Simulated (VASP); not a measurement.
# W (R-3m) in VASP: notebook

W is run at these levels: LDA; tasks: single point.

Program: VASP 6.6.1. These are calculated values, not measurements. Logs are shortened: lines on timing, memory, paths and dates and some standing lists are left out, and cuts for length are marked.

## (1) The cell of the first run

It takes space group R-3m (No. 166, trigonal). The conventional cell has a = 5.617 Å, b = 5.617 Å, c = 1.897 Å, α = 90.00°, β = 90.00°, γ = 120.00°. Within 2.5 Å of W (site symmetry -3m) lie 2 W at 1.90 Å.

## (2) Single point, LDA (17.27 Å³/atom)

File INCAR:

```
ALGO     = Fast           # electronic algorithm
EDIFF    = 1E-7           # SCF threshold, eV
ENCUT    = 520            # plane-wave cutoff, eV
GGA      = CA             # functional
ISIF     = 2              # what is computed and relaxed
ISMEAR   = 0              # smearing method
LASPH    = True           # aspherical terms in the spheres
LCHARG   = True           # write CHGCAR
LELF     = True           # ELF
LREAL    = False          # projectors in reciprocal space
LVHAR    = True         
LWAVE    = False          # write WAVECAR
NBANDS   = 13             # bands
NELM     = 100            # most SCF steps
PREC     = Accurate       # precision mode
SIGMA    = 0.15           # smearing width, eV
```

File KPOINTS:

```
k-points
0
Gamma
  22 22 22
```

File POSCAR:

```
W
1.0
   -2.2826436158      1.6888981255      1.6888981255
    1.6888981255     -2.2826436158      1.6888981255
    1.6888981255      1.6888981255     -2.2826436158
W
1
Direct
    0.0000000000      0.0000000000      0.0000000000
```

Potentials or basis: VASP PAW LDA potentials, release 64 (W_sv).

The run is started by

```sh
$ cat potpaw_LDA.64/W_sv/POTCAR > POTCAR
$ mpirun -np 1 vasp_std > vasp.out
```

OUTCAR:

```text
EDIFF = 1E-7
   ENCUT = 520
   GGA = CA
   ISIF = 2
   ISMEAR = 0
   LASPH = True
   LREAL = False
   NELM = 100
   PREC = Accurate

 ion  position               nearest neighbor table
   1  0.000  0.000  0.000-

  LATTYP: Found a trigonal (rhomboedric) cell.
 ALAT       =     3.3038183415
 COS(alpha) =    -0.4450602107

  Lattice vectors:

 A1 = (  -2.2826436158,   1.6888981255,   1.6888981255)
 A2 = (   1.6888981255,  -2.2826436158,   1.6888981255)
 A3 = (   1.6888981255,   1.6888981255,  -2.2826436158)

Analysis of symmetry for initial positions (statically):
=====================================================================
 Subroutine PRICEL returns:
 Original cell was already a primitive cell.

 Routine SETGRP: Setting up the symmetry group for a
 trigonal (rhombohedral) supercell.

 Subroutine GETGRP returns: Found 12 space group operations
 (whereof 12 operations were pure point group operations)
 out of a pool of 12 trial point group operations.

The static configuration has the point symmetry D_3d.

Analysis of symmetry for dynamics (positions and initial velocities):
=====================================================================
 Subroutine PRICEL returns:
 Original cell was already a primitive cell.

 Routine SETGRP: Setting up the symmetry group for a
 trigonal (rhombohedral) supercell.

 Subroutine GETGRP returns: Found 12 space group operations
 (whereof 12 operations were pure point group operations)
 out of a pool of 12 trial point group operations.

The dynamic configuration has the point symmetry D_3d.

 Subroutine INISYM returns: Found 12 space group operations
 (whereof 12 operations are pure point group operations),
 and found     1 'primitive' translations

----------------------------------------------------------------------------------------

                                     Primitive cell

  volume of cell :      17.2740

  direct lattice vectors                    reciprocal lattice vectors
    -2.282643616  1.688898125  1.688898125     0.136510652  0.388302038  0.388302038
     1.688898125 -2.282643616  1.688898125     0.388302038  0.136510652  0.388302038
     1.688898125  1.688898125 -2.282643616     0.388302038  0.388302038  0.136510652

  length of vectors
     3.303818341  3.303818341  3.303818341     0.565855196  0.565855196  0.565855196

  position of ions in fractional coordinates (direct lattice)
     0.000000000  0.000000000  0.000000000

  ion indices of the primitive-cell ions
   primitive index   ion index
                 1           1

----------------------------------------------------------------------------------------

 KPOINTS: k-points

Automatic generation of k-mesh.
 Grid dimensions read from file:
 generate k-points for:   22   22   22

 Generating k-lattice:

  Cartesian coordinates                     Fractional coordinates (reciprocal lattice)
     0.006205030  0.017650093  0.017650093     0.045454545  0.000000000  0.000000000
     0.017650093  0.006205030  0.017650093     0.000000000  0.045454545  0.000000000
     0.017650093  0.017650093  0.006205030     0.000000000  0.000000000  0.045454545

  Length of vectors
     0.025720691  0.025720691  0.025720691

  Shift w.r.t. Gamma in fractional coordinates (k-lattice)
     0.000000000  0.000000000  0.000000000

 Subroutine IBZKPT returns following result:
 ===========================================

 Found   1024 irreducible k-points:

 Following reciprocal coordinates:
            Coordinates               Weight
  0.000000  0.000000  0.000000      1.000000
  0.045455  0.000000  0.000000      6.000000
  0.090909  0.000000  0.000000      6.000000
  0.136364 -0.000000  0.000000      6.000000
  0.181818 -0.000000  0.000000      6.000000
  0.227273  0.000000  0.000000      6.000000
[... 16 lines left out ...]
  0.500000  0.045455  0.000000     12.000000
 -0.454545  0.045455  0.000000     12.000000
 [... further k-points ...]
   k-points           NKPTS =   1024   k-points in BZ     NKDIM =   1024   number of bands    NBANDS=     13
   number of dos      NEDOS =    301   number of ions     NIONS =      1
   total plane-waves  NPLWV =  21952
   dimension x,y,z NGX =    28 NGY =   28 NGZ =   28
   dimension x,y,z NGXF=    56 NGYF=   56 NGZF=   56
   ions per type =               1
   NGX,Y,Z   is equivalent  to a cutoff of  14.09, 14.09, 14.09 a.u.
   NGXF,Y,Z  is equivalent  to a cutoff of  28.18, 28.18, 28.18 a.u.
 SYSTEM =  unknown system
   PREC   = accura    normal or accurate (medium, high low for compatibility)
   ISTART =      0    job   : 0-new  1-cont  2-samecut
   ICHARG =      2    charge: 1-file 2-atom 10-const
   ISPIN  =      1    spin polarized calculation?
   LNONCOLLINEAR =      F non collinear calculations
   LSORBIT =      F    spin-orbit coupling
   LASPH  =      T    aspherical Exc in radial PAW
   ENCUT  =  520.0 eV  38.22 Ry    6.18 a.u.   6.14  6.14  6.14*2*pi/ulx,y,z
   NELM   =    100;   NELMIN=  2; NELMDL= -5     # of ELM steps
   EDIFF  = 0.1E-06   stopping-criterion for ELM
   LREAL  =      F    real-space projection
   EDIFFG = 0.1E-05   stopping-criterion for IOM
   NSW    =      0    number of steps for IOM
   IBRION =     -1    ionic relax: 0-MD 1-quasi-New 2-CG
   NFREE  =      0    steps in history (QN), initial steepest desc. (CG)
   ISIF   =      2    stress and relaxation
   ISYM   =      2    0-nonsym 1-usesym 2-fastsym
   POTIM  = 0.5000    time-step for ionic-motion
   TEBEG  =    0.0;   TEEND  =   0.0 temperature during run
   PSTRESS=    0.0 pullay stress
   NELECT =      14.0000    total number of electrons
   NUPDOWN=      -1.0000    fix difference up-down
   EMIN   =  10.00;   EMAX   =-10.00  energy-range for DOS
   EFERMI =   0.00;   METHOD = LEGACY
   ISMEAR =     0;   SIGMA  =   0.15  broadening in eV -4-tet -1-fermi 0-gaus
   EFERMI_NEDOS =   21; number of points for ismear=-14 and -15
   IALGO  =     68    algorithm
   IMIX   =      4    mixing-type and parameters
     AMIX     =   0.40;   BMIX     =  1.00
     AMIX_MAG =   1.60;   BMIX_MAG =  1.00
  volume/ion in A,a.u.               =      17.27       116.57
  Fermi-wavevector in a.u.,A,eV,Ry     =   1.526347  2.884377 31.697961  2.329734
  Thomas-Fermi vector in A             =   2.634393
   LORBIT       =      0    0 simple, 1 ext, 2 COOP (PROOUT), +10 PAW based schemes
   GGA     = CA    functional components
   LHFCALC =     F    Hartree Fock is set to
   AEXX    =    0.0000 exact exchange contribution
   IVDW    =     0    specifies the selected vdW correction
   LEPSILON=     F    determine dielectric tensor
   LRPA    =     F    only Hartree local field effects (RPA)
 non-spin polarized calculation
 RMM-DIIS sequential band-by-band and
 Gauss-broadening in eV      SIGMA  =   0.15
  energy-cutoff  :      520.00
  volume of cell :       17.27
 maximum number of plane-waves:       482
 NGX is ok and might be reduce to    28
   NGX = 13   NGY = 13   NGZ = 13

 number of electron      14.0000000 magnetization

 Free energy of the ion-electron system (eV)
  ---------------------------------------------------
  ext. energy  EPLUGINS =         0.00000000
  ---------------------------------------------------
  free energy    TOTEN  =        -7.38157618 eV

  energy without entropy =       -7.37145605  energy(sigma->0) =       -7.37651611

 E-fermi :  10.0804     XC(G=0): -12.9137

 val. band max:       10.0784236888   @ k =   0.5000   0.2727   0.0455
 cond. band min:      10.0818072068   @ k =   0.1818   0.0909   0.0455
 fundamental gap:      0.0033835180
 Fermi energy:        10.0803519945

 k-point     1 :       0.0000    0.0000    0.0000
  band No.  band energies     occupation
      1     -65.4477      2.00000
      2     -29.2667      2.00000
      3     -29.2667      2.00000
      4     -23.0557      2.00000
      5       1.1506      2.00000
      6       3.5041      2.00000
      7       6.9558      2.00000
      8       6.9558      2.00000
      9      18.9161      0.00000
     10      20.6944      0.00000
     11      20.6944      0.00000
     12      25.7541      0.00000
     13      25.7541      0.00000

 k-point     2 :       0.0455    0.0000    0.0000
  band No.  band energies     occupation
      1     -65.4000      2.00000
      2     -29.2317      2.00000
      3     -29.2300      2.00000
      4     -23.4255      2.00000
      5       1.2652      2.00000
      6       4.0316      2.00000
      7       7.0106      2.00000
      8       7.0441      2.00000
      9      19.0459      0.00000
     10      19.4746      0.00000
     11      19.5180      0.00000
     12      26.6957      0.00000
     13      26.7381      0.00000

 k-point     3 :       0.0909    0.0000    0.0000
  band No.  band energies     occupation
      1     -65.2596      2.00000
      2     -29.1282      2.00000
      3     -29.1219      2.00000
      4     -24.4459      2.00000
      5       1.5967      2.00000
      6       5.5337      2.00000
      7       7.1746      2.00000
      8       7.3068      2.00000
      9      17.1413      0.00000
     10      17.2562      0.00000
     11      19.4317      0.00000
     12      28.0118      0.00000
     13      28.2921      0.00000

 k-point     4 :       0.1364   -0.0000    0.0000
  band No.  band energies     occupation
      1     -65.0342      2.00000
      2     -28.9614      2.00000
      3     -28.9477      2.00000
      4     -25.9122      2.00000
      5       2.1304      2.00000
      6       7.4458      2.00000
      7       7.7373      2.00000
      8       7.8083      2.00000
      9      14.6484      0.00000
     10      14.8266      0.00000
     11      20.0607      0.00000
     12      28.5666      0.00000
     13      29.2282      0.00000

 k-point     5 :       0.1818   -0.0000    0.0000
  band No.  band energies     occupation
      1     -64.7368      2.00000
      2     -28.7402      2.00000
      3     -28.7170      2.00000
      4     -27.6106      2.00000
      5       2.8523      2.00000
      6       7.8144      2.00000
      7       8.3226      2.00000
      8      10.6083      0.00000
      9      12.2715      0.00000
     10      12.4839      0.00000
     11      20.9069      0.00000
     12      28.4803      0.00000
     13      29.3778      0.00000
[... 257 lines left out ...]
 k-point    22 :       0.4545    0.0455    0.0000
  band No.  band energies     occupation
      1     -62.7522      2.00000
      2     -35.5892      2.00000
      3     -27.2259      2.00000
      4     -27.1564      2.00000
      5       2.4584      2.00000
      6       3.2714      2.00000
      7      11.8628      0.00000
      8      12.1719      0.00000
      9      14.1259      0.00000
     10      15.7011      0.00000
     11      21.4860      0.00000
     12      26.2340      0.00000
     13      29.1153      0.00000

 k-point    23 :       0.5000    0.0455    0.0000
  band No.  band energies     occupation
      1     -62.8155      2.00000
      2     -35.3877      2.00000
      3     -27.2815      2.00000
      4     -27.2086      2.00000
      5       2.6262      2.00000
      6       3.4790      2.00000
      7      11.5442      0.00000
      8      11.8624      0.00000
      9      14.2123      0.00000
     10      15.9199      0.00000
     11      21.6855      0.00000
     12      25.9334      0.00000
     13      29.5005      0.00000

 k-point    24 :      -0.4545    0.0455    0.0000
  band No.  band energies     occupation
      1     -62.9980      2.00000
      2     -34.7939      2.00000
      3     -27.4290      2.00000
      4     -27.3550      2.00000
      5       3.1715      2.00000
      6       4.0917      2.00000
      7      10.4169      0.00151
      8      11.1594      0.00000
      9      13.2627      0.00000
     10      17.6991      0.00000
     11      22.3376      0.00000
     12      25.8901      0.00000
     13      29.7162      0.00000

 [... further k-points ...]

------------------------ aborting loop because EDIFF is reached ----------------------------------------

  FORCE on cell =-STRESS in cart. coord.  units (eV):
  Direction    XX          YY          ZZ          XY          YZ          ZX
  --------------------------------------------------------------------------------------
  -------------------------------------------------------------------------------------
  Total       12.5366644     12.5366644     12.5366644     16.1126214     16.1126214     16.1126214
  in kB     1162.7856633   1162.7856633   1162.7856633   1494.4585326   1494.4585326   1494.4585326
  external PRESSURE =    1162.7856633 kB  Pullay stress =       0.0000000 kB

 VOLUME and BASIS-vectors are now :
 -----------------------------------------------------------------------------
  energy-cutoff  :      520.00
  volume of cell :       17.27
      direct lattice vectors                 reciprocal lattice vectors
    -2.282643616  1.688898125  1.688898125     0.136510652  0.388302038  0.388302038
     1.688898125 -2.282643616  1.688898125     0.388302038  0.136510652  0.388302038
     1.688898125  1.688898125 -2.282643616     0.388302038  0.388302038  0.136510652

 POSITION                                       TOTAL-FORCE (eV/Angst)
 -----------------------------------------------------------------------------------
      0.00000      0.00000      0.00000         0.000000      0.000000      0.000000
 -----------------------------------------------------------------------------------
    total drift:                               -0.000000     -0.000000      0.000000

  FREE ENERGIE OF THE ION-ELECTRON SYSTEM (eV)
  ---------------------------------------------------
  free  energy   TOTEN  =        -7.3815761768 eV

  energy  without entropy=       -7.3714560466  energy(sigma->0) =       -7.37651611
```

It took 12 min on 1 thread of Intel Xeon 8259CL, shared host; peak memory 0.33 GiB.

Results:

- Free energy: -7.3816 eV
- Pressure: 116.3 GPa
- Band gap on the k mesh: zero (bands 7 and 8 overlap by 6.01 eV)

Stress tensor (GPa, compression positive):
```
116.28 149.45 149.45
149.45 116.28 149.45
149.45 149.45 116.28
```

Caveat: atoms lie so close that the PAW spheres overlap strongly, which falsifies energies and pressures; the cell stands under pressure; spin-orbit coupling is left out, which moves the levels of the heavy elements.

[end of part 1 of 2]
